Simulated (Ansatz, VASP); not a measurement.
## NiSb in VASP and in Ansatz

```
CELL_PARAMETERS angstrom
3.64643 0.00000 0.00000
-1.82322 3.15790 0.00000
0.00000 0.00000 4.75299
ATOMIC_POSITIONS crystal
Ni 0.00000 0.00000 0.00000
Ni 0.00000 0.00000 0.50000
Sb 0.33333 0.66667 0.25000
Sb 0.66667 0.33333 0.75000
```

Change from the starting cell: volume scaled by 0.8, no spin polarisation, LAPW.

Alike in both runs: task single point; functional PBE; k mesh 10 × 10 × 7; occupations fermi-dirac, width 0.05 eV; no spin polarisation.

|  | VASP | Ansatz |
| --- | --- | --- |
| version | VASP 6.6.1 | Ansatz 0.2.0 |
| potentials or method | VASP PAW PBE potentials, release 64 (Ni, Sb), cutoff 520 eV | all-electron LAPW, scalar-relativistic |

Ansatz gave:

```
pressure (GPa)                                                : 53.5
traceless stress, the component that is largest in VASP (GPa) : -1.32
```

Question: Which values does VASP return?

Answer: Pressure (GPa): 53.1; traceless stress, the component that is largest in VASP (GPa): -1.08.

Both programs put the cell under a high pressure, so it lies far from rest at this level. Ansatz ran all-electron here, and VASP with PAW potentials.

Spin-orbit coupling is off throughout.
